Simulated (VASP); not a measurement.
# AlCu3 (Fm-3m) in VASP: notebook

The runs below take AlCu3 through single point, relaxation of cell and atoms, with PBEsol.

Everything below comes from runs of VASP 6.6.1. Logs are shortened: lines on timing, memory, paths and dates and some standing lists are left out, and cuts for length are marked.

## 1. The cell of the first run

The structure is cubic, space group Fm-3m (No. 225). The conventional cell has a = 5.768 Å, b = 5.768 Å, c = 5.768 Å, α = 90.00°, β = 90.00°, γ = 90.00°. Al (site symmetry m-3m) has 14 Cu at 2.50 to 2.88 Å within 3.3 Å. Cu (site symmetry m-3m) has 8 Cu at 2.50 Å and 6 Al at 2.88 Å within 3.3 Å. Cu (site symmetry -43m) has 4 Al at 2.50 Å and 10 Cu at 2.50 to 2.88 Å within 3.3 Å.

## 2. Single point, PBEsol

INCAR

```
ALGO     = Normal         # electronic algorithm
EDIFF    = 1E-6           # SCF threshold, eV
ENCUT    = 520            # plane-wave cutoff, eV
GGA      = PS             # functional
ISIF     = 2              # what is computed and relaxed
ISMEAR   = -1             # smearing method
LASPH    = True           # aspherical terms in the spheres
LCHARG   = False          # write CHGCAR
LREAL    = False          # projectors in reciprocal space
LWAVE    = False          # write WAVECAR
NBANDS   = 26             # bands
NELM     = 100            # most SCF steps
PREC     = Accurate       # precision mode
SIGMA    = 0.05           # smearing width, eV
```

KPOINTS

```
k-points
0
Gamma
  11 11 11
```

POSCAR

```
AlCu3
1.0
    0.0000000000      2.8838809490      2.8838809490
    2.8838809490      0.0000000000      2.8838809490
    2.8838809490      2.8838809490      0.0000000000
Al Cu
1 3
Direct
    0.0000000000      0.0000000000      0.0000000000
    0.5000000000      0.5000000000      0.5000000000
    0.2500000000      0.2500000000      0.2500000000
    0.7500000000      0.7500000000      0.7500000000
```

Potentials or basis: VASP PAW PBE potentials, release 64 (Al, Cu).

Started as:

```console
$ cat potpaw_PBE.64/Al/POTCAR potpaw_PBE.64/Cu/POTCAR > POTCAR
$ mpirun -np 1 vasp_std > vasp.out
```

OUTCAR:

```text
EDIFF = 1E-6
   ENCUT = 520
   GGA = PS
   ISIF = 2
   ISMEAR = -1
   LASPH = True
   LREAL = False
   NELM = 100
   PREC = Accurate

 ion  position               nearest neighbor table
   1  0.000  0.000  0.000-   4 2.50   4 2.50   4 2.50   3 2.50   4 2.50   3 2.50   3 2.50   3 2.50
                             2 2.88   2 2.88   2 2.88   2 2.88   2 2.88   2 2.88
   2  0.500  0.500  0.500-   3 2.50   3 2.50   3 2.50   3 2.50   4 2.50   4 2.50   4 2.50   4 2.50
                             1 2.88   1 2.88   1 2.88   1 2.88   1 2.88   1 2.88
   3  0.250  0.250  0.250-   1 2.50   1 2.50   1 2.50   1 2.50   2 2.50   2 2.50   2 2.50   2 2.50

   4  0.750  0.750  0.750-   2 2.50   2 2.50   2 2.50   1 2.50   2 2.50   1 2.50   1 2.50   1 2.50

  LATTYP: Found a face centered cubic cell.
 ALAT       =     5.7677618980

  Lattice vectors:

 A1 = (   0.0000000000,   2.8838809490,   2.8838809490)
 A2 = (   2.8838809490,   0.0000000000,   2.8838809490)
 A3 = (   2.8838809490,   2.8838809490,   0.0000000000)

Analysis of symmetry for initial positions (statically):
=====================================================================
 Subroutine PRICEL returns:
 Original cell was already a primitive cell.

 Routine SETGRP: Setting up the symmetry group for a
 face centered cubic supercell.

 Subroutine GETGRP returns: Found 48 space group operations
 (whereof 48 operations were pure point group operations)
 out of a pool of 48 trial point group operations.

The static configuration has the point symmetry O_h .

Analysis of symmetry for dynamics (positions and initial velocities):
=====================================================================
 Subroutine PRICEL returns:
 Original cell was already a primitive cell.

 Routine SETGRP: Setting up the symmetry group for a
 face centered cubic supercell.

 Subroutine GETGRP returns: Found 48 space group operations
 (whereof 48 operations were pure point group operations)
 out of a pool of 48 trial point group operations.

The dynamic configuration has the point symmetry O_h .

 Subroutine INISYM returns: Found 48 space group operations
 (whereof 48 operations are pure point group operations),
 and found     1 'primitive' translations

----------------------------------------------------------------------------------------

                                     Primitive cell

[... 91 lines left out ...]
   LASPH  =      T    aspherical Exc in radial PAW
   ENCUT  =  520.0 eV  38.22 Ry    6.18 a.u.   7.58  7.58  7.58*2*pi/ulx,y,z
   NELM   =    100;   NELMIN=  2; NELMDL= -5     # of ELM steps
   EDIFF  = 0.1E-05   stopping-criterion for ELM
   LREAL  =      F    real-space projection
   EDIFFG = 0.1E-04   stopping-criterion for IOM
   NSW    =      0    number of steps for IOM
   IBRION =     -1    ionic relax: 0-MD 1-quasi-New 2-CG
   NFREE  =      0    steps in history (QN), initial steepest desc. (CG)
   ISIF   =      2    stress and relaxation
   ISYM   =      2    0-nonsym 1-usesym 2-fastsym
   POTIM  = 0.5000    time-step for ionic-motion
   TEBEG  =    0.0;   TEEND  =   0.0 temperature during run
   PSTRESS=    0.0 pullay stress
   NELECT =      36.0000    total number of electrons
   NUPDOWN=      -1.0000    fix difference up-down
   EMIN   =  10.00;   EMAX   =-10.00  energy-range for DOS
   EFERMI =   0.00;   METHOD = LEGACY
   ISMEAR =    -1;   SIGMA  =   0.05  broadening in eV -4-tet -1-fermi 0-gaus
   EFERMI_NEDOS =   21; number of points for ismear=-14 and -15
   IALGO  =     38    algorithm
   IMIX   =      4    mixing-type and parameters
     AMIX     =   0.40;   BMIX     =  1.00
     AMIX_MAG =   1.60;   BMIX_MAG =  1.00
  volume/ion in A,a.u.               =      11.99        80.93
  Fermi-wavevector in a.u.,A,eV,Ry     =   1.487722  2.811386 30.113987  2.213316
  Thomas-Fermi vector in A             =   2.600847
   LORBIT       =      0    0 simple, 1 ext, 2 COOP (PROOUT), +10 PAW based schemes
   GGA     = PS    functional components
   LHFCALC =     F    Hartree Fock is set to
   AEXX    =    0.0000 exact exchange contribution
   IVDW    =     0    specifies the selected vdW correction
   LEPSILON=     F    determine dielectric tensor
   LRPA    =     F    only Hartree local field effects (RPA)
 non-spin polarized calculation
  energy-cutoff  :      520.00
  volume of cell :       47.97
 maximum number of plane-waves:      1313
   NGX = 15   NGY = 15   NGZ = 15

 number of electron      35.9999978 magnetization

 Free energy of the ion-electron system (eV)
  ---------------------------------------------------
  ext. energy  EPLUGINS =         0.00000000
  ---------------------------------------------------
  free energy    TOTEN  =       -17.73627397 eV

  energy without entropy =      -17.72987252  energy(sigma->0) =      -17.73307325

 E-fermi :   8.6581     XC(G=0): -12.4953

 val. band max:        8.6334121345   @ k =   0.2727   0.1818   0.0000
 cond. band min:       8.6687285508   @ k =  -0.1818   0.0909   0.0000
 fundamental gap:      0.0353164163
 Fermi energy:         8.6580997972

 k-point     1 :       0.0000    0.0000    0.0000
  band No.  band energies     occupation
      1      -2.0647      2.00000
      2       3.8500      2.00000
      3       3.8500      2.00000
      4       3.9363      2.00000
      5       3.9363      2.00000
      6       3.9363      2.00000
[... 685 lines left out ...]
     25      17.0104      0.00000
     26      19.5332      0.00000

 [... further k-points ...]

------------------------ aborting loop because EDIFF is reached ----------------------------------------

  FORCE on cell =-STRESS in cart. coord.  units (eV):
  Direction    XX          YY          ZZ          XY          YZ          ZX
  --------------------------------------------------------------------------------------
  -------------------------------------------------------------------------------------
  Total        0.2170861      0.2170861      0.2170861     -0.0000000     -0.0000000      0.0000000
  in kB        7.2507098      7.2507098      7.2507098     -0.0000000     -0.0000000      0.0000000
  external PRESSURE =       7.2507098 kB  Pullay stress =       0.0000000 kB

 VOLUME and BASIS-vectors are now :
 -----------------------------------------------------------------------------
  energy-cutoff  :      520.00
  volume of cell :       47.97
      direct lattice vectors                 reciprocal lattice vectors
     0.000000000  2.883880949  2.883880949    -0.173377476  0.173377476  0.173377476
     2.883880949  0.000000000  2.883880949     0.173377476 -0.173377476  0.173377476
     2.883880949  2.883880949  0.000000000     0.173377476  0.173377476 -0.173377476

 POSITION                                       TOTAL-FORCE (eV/Angst)
 -----------------------------------------------------------------------------------
      0.00000      0.00000      0.00000         0.000000      0.000000     -0.000000
      2.88388      2.88388      2.88388         0.000000      0.000000     -0.000000
      1.44194      1.44194      1.44194         0.000000      0.000000      0.000000
      4.32582      4.32582      4.32582        -0.000000     -0.000000     -0.000000
 -----------------------------------------------------------------------------------
    total drift:                                0.000000     -0.000000      0.000000

  FREE ENERGIE OF THE ION-ELECTRON SYSTEM (eV)
  ---------------------------------------------------
  free  energy   TOTEN  =       -17.7362739733 eV

  energy  without entropy=      -17.7298725171  energy(sigma->0) =      -17.73307325
```

stdout:

```text
POSCAR found type information on POSCAR AlCu
 POSCAR found :  2 types and       4 ions
 scaLAPACK will be used
 -----------------------------------------------------------------------------
|                                                                             |
|                                                                             |
|     You enforced a specific xc type in the INCAR file but a different       |
|     I HOPE YOU KNOW WHAT YOU ARE DOING!                                     |
|                                                                             |
 -----------------------------------------------------------------------------

 LDA part: xc-table for (Slater+PW92), standard interpolation
 POSCAR, INCAR and KPOINTS ok, starting setup
 FFT: planning ... GRIDC
 FFT: planning ... GRID_SOFT
 FFT: planning ... GRID
 WAVECAR not read
 entering main loop
```

Wall time 62 s (1 thread of Intel Xeon Platinum 8488C (Sapphire Rapids), shared host); peak memory 0.2 GiB.

Results:

| Property | Result |
| --- | --- |
| Free energy | -17.7363 eV |
| Pressure | 0.7 GPa |
| Band gap on the k mesh | zero (bands 18 and 19 overlap by 5.63 eV) |

Levels at points of the mesh, in eV from the Fermi level:
```
           k point  band 15  band 16  band 17  band 18  band 19  band 20  band 21  band 22
(0.00, 0.00, 0.00)    -2.56    -2.56     3.69     3.69     3.69     4.10     4.10     4.10
```

Caveat: the PAW data sets were made with another functional, which shifts forces and pressure a little.

## 3. Single point, PBEsol

INCAR

```
SYSTEM = AlCu3
PREC     = Accurate       ! precision mode
ENCUT    = 520            ! plane-wave cutoff, eV
EDIFF    = 1E-7           ! SCF threshold, eV
ISMEAR   = -1             ! smearing method
SIGMA    = 0.05           ! smearing width, eV
LREAL    = .False.        ! projectors in reciprocal space
LASPH    = .True.         ! aspherical terms in the spheres
NELM     = 60             ! most SCF steps
ALGO     = Normal         ! electronic algorithm
ISIF     = 2              ! what is computed and relaxed
LWAVE    = .False.        ! write WAVECAR
LCHARG   = .False.        ! write CHGCAR
GGA      = PS             ! functional
NBANDS   = 26             ! bands
```

KPOINTS

```
regular mesh
0
Gamma
  11 11 11
  0 0 0
```

POSCAR is that of step 2.

Potentials or basis: VASP PAW PBE potentials, release 64 (Al, Cu).

Started as:

```console
$ cat potpaw_PBE.64/Al/POTCAR potpaw_PBE.64/Cu/POTCAR > POTCAR
$ mpirun -np 1 vasp_std > vasp.out
```

It took 64 s on 1 thread of Intel Xeon Platinum 8488C (Sapphire Rapids), shared host; peak memory 0.2 GiB.

The run converged. Its results:

* Free energy: -17.7363 eV
* Pressure: 0.7 GPa
* Band gap on the k mesh: zero (bands 18 and 19 overlap by 5.63 eV)

Levels at points of the mesh, in eV from the Fermi level:
```
           k point  band 15  band 16  band 17  band 18  band 19  band 20  band 21  band 22
(0.00, 0.00, 0.00)    -2.56    -2.56     3.69     3.69     3.69     4.10     4.10     4.10
```

Caveat: the PAW data sets were made with another functional, which shifts forces and pressure a little.

## 4. Relaxation of cell and atoms, PBEsol

This run uses another cell than the first one, of 12.04 Å³/atom.

INCAR

```
  PREC = Accurate
  ENCUT = 600
  EDIFF = 1E-6
  ISMEAR = -1
  SIGMA = 0.05
  LREAL = F
  LASPH = T
  NELM = 60
  ALGO = Normal
  ISIF = 3
  LWAVE = F
  LCHARG = F
  GGA = PS
  IBRION = 2
  NSW = 70
  EDIFFG = -0.005
```

KPOINTS

```
Automatic mesh
0
Gamma
  11 11 11
```

POSCAR

```
AlCu3
1.0
    0.0000000000      2.8880109880      2.8880109880
    2.8880109880      0.0000000000      2.8880109880
    2.8880109880      2.8880109880      0.0000000000
Al Cu
1 3
Direct
    0.0000000000      0.0000000000      0.0000000000
    0.5000000000      0.5000000000      0.5000000000
    0.2500000000      0.2500000000      0.2500000000
    0.7500000000      0.7500000000      0.7500000000
```

Potentials or basis: VASP PAW PBE potentials, release 64 (Al, Cu).

Started as:

```console
$ cat potpaw_PBE.64/Al/POTCAR potpaw_PBE.64/Cu/POTCAR > POTCAR
$ mpirun -np 1 vasp_std > vasp.out
```

OUTCAR:

```text
PREC = Accurate
   ENCUT = 600
   EDIFF = 1E-6
   ISMEAR = -1
   LREAL = F
   LASPH = T
   NELM = 60
   ISIF = 3
   GGA = PS
   IBRION = 2
   NSW = 70
   EDIFFG = -0.005

 ion  position               nearest neighbor table
   1  0.000  0.000  0.000-   4 2.50   4 2.50   4 2.50   3 2.50   4 2.50   3 2.50   3 2.50   3 2.50
                             2 2.89   2 2.89   2 2.89   2 2.89   2 2.89   2 2.89
   2  0.500  0.500  0.500-   3 2.50   3 2.50   3 2.50   3 2.50   4 2.50   4 2.50   4 2.50   4 2.50
                             1 2.89   1 2.89   1 2.89   1 2.89   1 2.89   1 2.89
   3  0.250  0.250  0.250-   1 2.50   1 2.50   1 2.50   1 2.50   2 2.50   2 2.50   2 2.50   2 2.50

   4  0.750  0.750  0.750-   2 2.50   2 2.50   2 2.50   1 2.50   2 2.50   1 2.50   1 2.50   1 2.50

  LATTYP: Found a face centered cubic cell.
 ALAT       =     5.7760219760

  Lattice vectors:

 A1 = (   0.0000000000,   2.8880109880,   2.8880109880)
 A2 = (   2.8880109880,   0.0000000000,   2.8880109880)
 A3 = (   2.8880109880,   2.8880109880,   0.0000000000)

Analysis of symmetry for initial positions (statically):
=====================================================================
 Subroutine PRICEL returns:
[... 228 lines left out ...]
 fundamental gap:      0.0335461594
 Fermi energy:         8.5905292473

 k-point     1 :       0.0000    0.0000    0.0000
  band No.  band energies     occupation
      1      -2.0903      2.00000
      2       3.8120      2.00000
      3       3.8120      2.00000
      4       3.8955      2.00000
      5       3.8955      2.00000
      6       3.8955      2.00000
[... 589 lines left out ...]
     21      13.6475      0.00000
     22      13.9430      0.00000

 [... further k-points ...]

------------------------ aborting loop because EDIFF is reached ----------------------------------------

  FORCE on cell =-STRESS in cart. coord.  units (eV):
  Direction    XX          YY          ZZ          XY          YZ          ZX
  --------------------------------------------------------------------------------------
  -------------------------------------------------------------------------------------
  Total        0.0134853      0.0134853      0.0134853      0.0000000     -0.0000000      0.0000000
  in kB        0.4480517      0.4480517      0.4480517      0.0000000     -0.0000000      0.0000000
  external PRESSURE =       0.4480517 kB  Pullay stress =       0.0000000 kB

 VOLUME and BASIS-vectors are now :
 -----------------------------------------------------------------------------
  energy-cutoff  :      600.00
  volume of cell :       48.22
      direct lattice vectors                 reciprocal lattice vectors
     0.000000000  2.888934381  2.888934381    -0.173074198  0.173074198  0.173074198
     2.888934381  0.000000000  2.888934381     0.173074198 -0.173074198  0.173074198
     2.888934381  2.888934381 -0.000000000     0.173074198  0.173074198 -0.173074198

 POSITION                                       TOTAL-FORCE (eV/Angst)
 -----------------------------------------------------------------------------------
      2.88893      0.00000      2.88893         0.000000      0.000000      0.000000
      2.88893      2.88893      2.88893         0.000000      0.000000      0.000000
      1.44447      1.44447      1.44447        -0.000000     -0.000000     -0.000000
      4.33340      4.33340      4.33340         0.000000      0.000000      0.000000
 -----------------------------------------------------------------------------------
    total drift:                                0.000000      0.000000      0.000000

  FREE ENERGIE OF THE ION-ELECTRON SYSTEM (eV)
  ---------------------------------------------------
  free  energy   TOTEN  =       -17.7370652846 eV

  energy  without entropy=      -17.7306762913  energy(sigma->0) =      -17.73387079

 reached required accuracy - stopping structural energy minimisation
```

OSZICAR:

```text
N       E                     dE             d eps       ncg     rms          rms(c)
DAV:   1     0.259167716139E+03    0.25917E+03   -0.17657E+04  2528   0.288E+03
DAV:   2    -0.467558964459E+01   -0.26384E+03   -0.25712E+03  2464   0.415E+02
DAV:   3    -0.219388786609E+02   -0.17263E+02   -0.16550E+02  2956   0.160E+02
DAV:   4    -0.223069103510E+02   -0.36803E+00   -0.36708E+00  3778   0.252E+01
[... 12 lines left out ...]
DAV:   1    -0.177377574341E+02   -0.65003E-03   -0.10243E-02  2608   0.236E+00    0.215E-01
DAV:   2    -0.177373737049E+02    0.38373E-03   -0.68300E-03  2810   0.212E+00    0.996E-02
DAV:   3    -0.177370848514E+02    0.28885E-03   -0.13378E-03  2856   0.954E-01    0.313E-02
DAV:   4    -0.177370659389E+02    0.18913E-04   -0.27392E-05  3706   0.890E-02    0.558E-03
DAV:   5    -0.177370652846E+02    0.65425E-06   -0.12523E-06  1738   0.527E-02
   2 F= -.17737065E+02 E0= -.17733871E+02  d E =0.415997E-04
```

CONTCAR:

```text
AlCu3
   1.00000000000000
     0.0000000000000000    2.8889343810246686    2.8889343810246686
     2.8889343810246686    0.0000000000000000    2.8889343810246686
     2.8889343810246686    2.8889343810246686   -0.0000000000000000
  Al              Cu
     1     3
Direct
     0.0000000000000000    1.0000000000000000    0.0000000000000000
     0.5000000000000000    0.5000000000000000    0.5000000000000000
     0.2500000000000000    0.2500000000000000    0.2500000000000000
     0.7500000000000000    0.7500000000000000    0.7500000000000000

  0.00000000E+00  0.00000000E+00  0.00000000E+00
  0.00000000E+00  0.00000000E+00  0.00000000E+00
  0.00000000E+00  0.00000000E+00  0.00000000E+00
  0.00000000E+00  0.00000000E+00  0.00000000E+00
```

It took 86 s on 1 thread of Intel Xeon Platinum 8488C (Sapphire Rapids), shared host; peak memory 0.24 GiB.

What came out:

| Quantity | Value |
| --- | --- |
| Free energy | -17.7371 eV |
| Relaxed volume | 12.06 Å³/atom |
| Relaxed cell | a = 4.086 Å, b = 4.086 Å, c = 4.086 Å, α = 60.00°, β = 60.00°, γ = 60.00° |
| Space group after relaxing (to 0.1 Å) | Fm-3m (No. 225) |
| Ionic steps | 2 |
| Pressure after relaxing | 0.0 GPa |
| Band gap on the k mesh | zero (bands 18 and 19 overlap by 5.61 eV) |

Final structure:
```yaml
crystal:
  lattice:
    - [0.00000, 2.88893, 2.88893]
    - [2.88893, 0.00000, 2.88893]
    - [2.88893, 2.88893, 0.00000]
  atoms:
    - { symbol: Al, position: [0.00000, 0.00000, 0.00000] }
    - { symbol: Cu, position: [0.50000, 0.50000, 0.50000] }
    - { symbol: Cu, position: [0.25000, 0.25000, 0.25000] }
    - { symbol: Cu, position: [0.75000, 0.75000, 0.75000] }
```

Levels at points of the mesh, in eV from the Fermi level:
```
           k point  band 14  band 15  band 16  band 17  band 18  band 19  band 20  band 21  band 22
(0.00, 0.00, 0.00)    -2.68    -2.55    -2.55     3.68     3.68     3.68     4.08     4.08     4.08
```

Caveat: the PAW data sets were made with another functional, which shifts forces and pressure a little.
